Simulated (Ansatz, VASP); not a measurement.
## One calculation of Rh, two programs

The input INCAR:

```
SYSTEM = Rh
PREC     = Accurate       ! precision mode
ENCUT    = 520            ! plane-wave cutoff, eV
EDIFF    = 1E-6           ! SCF threshold, eV
ISMEAR   = -1             ! smearing method
SIGMA    = 0.1            ! smearing width, eV
LREAL    = .False.        ! projectors in reciprocal space
LASPH    = .True.         ! aspherical terms in the spheres
NELM     = 60             ! most SCF steps
ALGO     = Normal         ! electronic algorithm
ISIF     = 2              ! what is computed and relaxed
LWAVE    = .False.        ! write WAVECAR
LCHARG   = .False.        ! write CHGCAR
GGA      = RE             ! functional
NBANDS   = 14             ! bands
```

Contents of KPOINTS:

```
Automatic mesh
0
Gamma
  16 16 16
  0 0 0
```

Contents of POSCAR:

```
Rh
1.0
   -1.5011413994      1.5011413994      1.5011413994
    1.5011413994     -1.5011413994      1.5011413994
    1.5011413994      1.5011413994     -1.5011413994
Rh
1
Direct
    0.0000000000      0.0000000000      0.0000000000
```

Input for Ansatz:

```yaml
crystal:
  lattice:
    - [-1.5011413994, 1.5011413994, 1.5011413994]
    - [1.5011413994, -1.5011413994, 1.5011413994]
    - [1.5011413994, 1.5011413994, -1.5011413994]
  atoms:
    - { symbol: Rh, position: [0.0, 0.0, 0.0] }
hamiltonian:
  xc: revpbe
  pseudopotentials:
    kind: paw
    azcp:
      Rh: "pseudopotentials/Rh.paw.azcp"
basis:
  ecutwfc: 420
  fft_grid_basis: typed
kpoints:
  mp_grid: { grid: [16, 16, 16], shift: [0, 0, 0] }
magnetization:
  spin_polarized: false
scf:
  occupations: { method: fermi_dirac, width: 0.1 }
  lower_state_search: "off"
output:
  stress: true
```

Alike in both runs: task single point; functional revPBE; k mesh 16 × 16 × 16; occupations fermi-dirac, width 0.1 eV; no spin polarisation.

|  | VASP | Ansatz |
| --- | --- | --- |
| version | VASP 6.6.1 | Ansatz 0.2.0 |
| potentials or method | VASP PAW PBE potentials, release 64 (Rh_pv), cutoff 520 eV | plane waves (420 eV) with PAW, scalar-relativistic |
| valence electrons in the cell | 15 | 17 |

Ansatz gave:

```
pressure (GPa) : 22.5
```

Q: Estimate VASP's values.

A: Pressure (GPa): 22.6.

VASP's potentials were made for PBE, not for revPBE. With one functional, cell and mesh, what is left measures potentials, basis and numerics. VASP's potentials hold 15 valence electrons a cell and Ansatz's 17, so a difference there can come from the potentials and not from the codes.
